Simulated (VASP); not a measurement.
Set up this calculation in VASP 6.6.1, as the native input.

* Task: single point
* Functional: PBE
* Potentials or basis: VASP PAW PBE potentials, release 64 (Y_sv, Lu, N)
* Cutoff: 520 eV
* k mesh: 12 × 12 × 4
* Occupations: gaussian, width 0.1 eV
* Spin: no spin polarisation
* Dipole correction: no
* Further INCAR settings: ALGO = Normal; EDIFF = 1e-06; NBANDS = 40

The structure of Y2LuN3 lies in POSCAR:

```
Y2LuN3
1.0
    3.3291889938      0.0000000000      0.0000000000
    0.0000000000      3.3291889938      0.0000000000
    0.0000000000      0.0000000000      9.2253720121
Y Lu N
2 1 3
Direct
    0.0000000000      0.5000000000      0.6326953911
    0.5000000000      0.0000000000      0.3673046089
    0.0000000000      0.0000000000      0.0000000000
    0.5000000000      0.5000000000      0.0000000000
    0.0000000000      0.5000000000      0.3786069680
    0.5000000000      0.0000000000      0.6213930320
```

The cell was built from a structure type or drawn by symmetry, and may not be a known phase.

The input as run:

INCAR

```
SYSTEM = Y2LuN3
PREC     = Accurate       ! precision mode
ENCUT    = 520            ! plane-wave cutoff, eV
EDIFF    = 1E-6           ! SCF threshold, eV
ISMEAR   = 0              ! smearing method
SIGMA    = 0.1            ! smearing width, eV
LREAL    = .False.        ! projectors in reciprocal space
LASPH    = .True.         ! aspherical terms in the spheres
NELM     = 100            ! most SCF steps
ALGO     = Normal         ! electronic algorithm
ISIF     = 2              ! what is computed and relaxed
LWAVE    = .False.        ! write WAVECAR
LCHARG   = .True.         ! write CHGCAR
GGA      = PE             ! functional
LELF     = .True.         ! ELF
LVHAR    = .True.       
NBANDS   = 40             ! bands
```

KPOINTS

```
regular mesh
0
Gamma
  12 12 4
  0 0 0
```

Potentials or basis: VASP PAW PBE potentials, release 64 (Y_sv, Lu, N).

The run is started by

```bash
$ cat potpaw_PBE.64/Y_sv/POTCAR potpaw_PBE.64/Lu/POTCAR potpaw_PBE.64/N/POTCAR > POTCAR
$ mpirun -np 1 vasp_std > vasp.out
```

Results of the run:

The pressure is 0.1 GPa, the largest force is 0.003 eV/Å and the band gap on the k mesh is zero (bands 31 and 32 overlap by 0.20 eV).

Caveat: spin-orbit coupling is left out, which moves the levels of the heavy elements.

Wall time 2.8 min on 1 thread of Intel(R) Xeon(R) 6975P-C (Granite Rapids), with other jobs on the host, peak memory 0.48 GiB.
